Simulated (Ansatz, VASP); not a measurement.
Pd: VASP beside Ansatz

File INCAR:

```
SYSTEM = Pd
ALGO     = Fast           ! electronic algorithm
EDIFF    = 1E-6           ! SCF threshold, eV
EDIFFG   = -0.01          ! ionic threshold
ENCUT    = 600            ! plane-wave cutoff, eV
GGA      = PS             ! functional
IBRION   = 2              ! ionic algorithm
ISIF     = 3              ! what is computed and relaxed
ISMEAR   = -1             ! smearing method
LASPH    = .TRUE.         ! aspherical terms in the spheres
LCHARG   = .FALSE.        ! write CHGCAR
LREAL    = .FALSE.        ! projectors in reciprocal space
LWAVE    = .FALSE.        ! write WAVECAR
NELM     = 100            ! most SCF steps
NSW      = 60             ! ionic steps
PREC     = Accurate       ! precision mode
SIGMA    = 0.05           ! smearing width, eV
```

KPOINTS

```
k-points
0
G
  12 12 12
  0 0 0
```

Contents of POSCAR:

```
Pd
1.0
    0.0000000000      1.9465000000      1.9465000000
    1.9465000000      0.0000000000      1.9465000000
    1.9465000000      1.9465000000      0.0000000000
Pd
1
Direct
    0.0000000000      0.0000000000      0.0000000000
```

input.yaml

```yaml
crystal:
  lattice:
    - [0.0, 1.9465, 1.9465]
    - [1.9465, 0.0, 1.9465]
    - [1.9465, 1.9465, 0.0]
  atoms:
    - { symbol: Pd, position: [0.0, 0.0, 0.0] }
hamiltonian:
  xc: pbesol
  pseudopotentials: { kind: paw }
kpoints:
  mp_grid: { grid: [12, 12, 12] }
scf:
  occupations: { method: fermi_dirac, width: 0.05 }
output:
  forces: true
  stress: true
  eigenvalues: true
relax:
  f_tol: 0.01
  max_steps: 40
  cell: { stress_tol: 0.05 }
```

Alike in both runs: task relaxation of cell and atoms; functional PBEsol; k mesh 12 × 12 × 12; occupations fermi-dirac, width 0.05 eV; no spin polarisation.

|  | VASP | Ansatz |
| --- | --- | --- |
| version | VASP 6.6.1 | Ansatz 0.2.0 |
| potentials or method | VASP PAW PBE potentials, release 64 (Pd) | Ansatz PAW |
| plane-wave cutoff (eV) | 600 | 420 |
| valence electrons in the cell | 10 | 18 |

|  | VASP | Ansatz | Ansatz less VASP |
| --- | --- | --- | --- |
| gap on the k mesh at the Fermi level, each at its own relaxed structure (eV) | none | none | - |
| relaxed volume (Å³/atom) | 14.51 | 14.53 | +0.025 |
| relaxed cell length with the largest relative difference (Å) | 2.738 | 2.739 | +0.0016 |

VASP's potentials were made for PBE, not for PBEsol. A gap of «none» marks a metal or a gap that the smearing closes. VASP's potentials hold 10 valence electrons a cell and Ansatz's 18, so a difference there can come from the potentials and not from the codes.

Noted on Ansatz's run: the plane-wave basis is chosen anew once the cell has moved, so the energies of steps on either side of that aren't comparable.
